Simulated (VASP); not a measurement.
Wanted: the native input for a VASP 6.6.1 run.

- Task: single point
- Functional: r2SCAN
- Potentials or basis: VASP PAW PBE potentials, release 64 (Li_sv)
- Cutoff: 520 eV
- k mesh: 20 × 20 × 20
- Occupations: gaussian, width 0.15 eV
- Spin: no spin polarisation
- Dipole correction: no
- Further INCAR settings: ALGO = Normal; EDIFF = 1e-07; NBANDS = 8

The system is Li.

```xyz
1
Lattice="0.0000 1.9236 2.8854 1.9236 0.0000 2.8854 1.9236 1.9236 0.0000" Properties=species:S:1:pos:R:3 pbc="T T T"
Li    0.0000    0.0000    0.0000
```

This cell differs from its parent crystal: ratio of the length along z to the lengths across it x 1.5, volume and fractional coordinates fixed.

One way to write it, as run:

POSCAR

```
Li
1.0
    0.0000000000      1.9236241833      2.8854362750
    1.9236241833      0.0000000000      2.8854362750
    1.9236241833      1.9236241833      0.0000000000
Li
1
Direct
    0.0000000000      0.0000000000      0.0000000000
```

INCAR.step1

```
SYSTEM = Li
ALGO = Normal
EDIFF = 1E-4
ENCUT = 520
GGA = PE
ISMEAR = 0
LASPH = .TRUE.
LCHARG = .FALSE.
LREAL = .FALSE.
LWAVE = .TRUE.
NBANDS = 8
NELM = 60
PREC = Accurate
SIGMA = 0.15
```

INCAR.step2

```
SYSTEM = Li
ALGO = Normal
EDIFF = 1E-7
ENCUT = 520
ISIF = 2
ISMEAR = 0
ISTART = 1
LASPH = .TRUE.
LCHARG = .FALSE.
LMIXTAU = .TRUE.
LREAL = .FALSE.
LWAVE = .FALSE.
METAGGA = R2SCAN
NBANDS = 8
NELM = 60
PREC = Accurate
SIGMA = 0.15
```

KPOINTS

```
k-points
0
G
  20 20 20
  0 0 0
```

Potentials or basis: VASP PAW PBE potentials, release 64 (Li_sv).

Command:

```sh
$ cat potpaw_PBE.64/Li_sv/POTCAR > POTCAR
$ cp INCAR.step1 INCAR
$ mpirun -np 1 vasp_std > vasp.out
$ cp INCAR.step2 INCAR
$ mpirun -np 1 vasp_std > vasp.out
```

Run time: 9.5 min on 1 thread of Intel(R) Xeon(R) Platinum 8259CL CPU @ 2.50GHz (Skylake/Cascade Lake), with other jobs on the host, peak memory 0.21 GiB.
